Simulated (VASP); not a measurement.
A run of VASP 6.6.1:

Contents of INCAR:

```
ALGO = Normal
EDIFF = 1E-8
ENCUT = 520
GGA = PS
ISIF = 2
ISMEAR = -1
LASPH = True
LCHARG = False
LEFG = True
LREAL = False
LWAVE = False
NBANDS = 15
NELM = 60
PREC = Accurate
SIGMA = 0.03
```

Contents of KPOINTS:

```
k-points
0
Gamma
  7 7 7
```

The input POSCAR:

```
RbBr
1.0
    3.8303108645      0.0000000000      0.0000000000
    0.0000000000      3.8303108645      0.0000000000
    0.0000000000      0.0000000000      3.8303108645
Rb Br
1 1
Direct
    0.0000000000      0.0000000000      0.0000000000
    0.5000000000      0.5000000000      0.5000000000
```

Potentials or basis: VASP PAW PBE potentials, release 64 (Rb_sv, Br).

Run with:

```sh
$ cat potpaw_PBE.64/Rb_sv/POTCAR potpaw_PBE.64/Br/POTCAR > POTCAR
$ mpirun -np 1 vasp_std > vasp.out
```

Hardware: 1 thread of Intel(R) Xeon(R) Platinum 8259CL CPU @ 2.50GHz (Skylake/Cascade Lake) (shared host).

Q: How long does it take, and how much memory?

A: Run time: 14 s on 1 thread of Intel(R) Xeon(R) Platinum 8259CL CPU @ 2.50GHz (Skylake/Cascade Lake) (shared host), peak memory 0.16 GiB. Counts: scf iterations 16, k points 20.
